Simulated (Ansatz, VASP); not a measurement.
# One calculation of Zr, two programs

```
Zr
1.0
     0.00000    2.26808    2.26808
     2.26808    0.00000    2.26808
     2.26808    2.26808    0.00000
Zr
1
Direct
  0.00000 0.00000 0.00000
```

Alike in both runs: functional r2SCAN; k mesh 16 × 16 × 16; occupations gaussian, width 0.1 eV; no spin polarisation.

Ansatz relaxed the structure, and its values are those at the end. VASP's run is a single point on that final structure, the one shown.

```csv
,VASP,Ansatz
version,VASP 6.6.1,Ansatz 0.2.0
potentials or method,"VASP PAW PBE potentials, release 64 (Zr_sv), cutoff 520 eV","scalar-relativistic, plane waves, PAW"
valence electrons in the cell,12,12
```

|  | VASP | Ansatz | Ansatz less VASP |
| --- | --- | --- | --- |
| gap on the k mesh at the Fermi level (eV) | none | none | - |
| pressure (GPa) | 0.0 | 0.0 | -0.01 |

VASP's potentials were made for PBE, not for r2SCAN. A gap of «none» marks a metal or a gap that the smearing closes. The functional is the same, so the differences come from potentials, cutoffs and numerics.
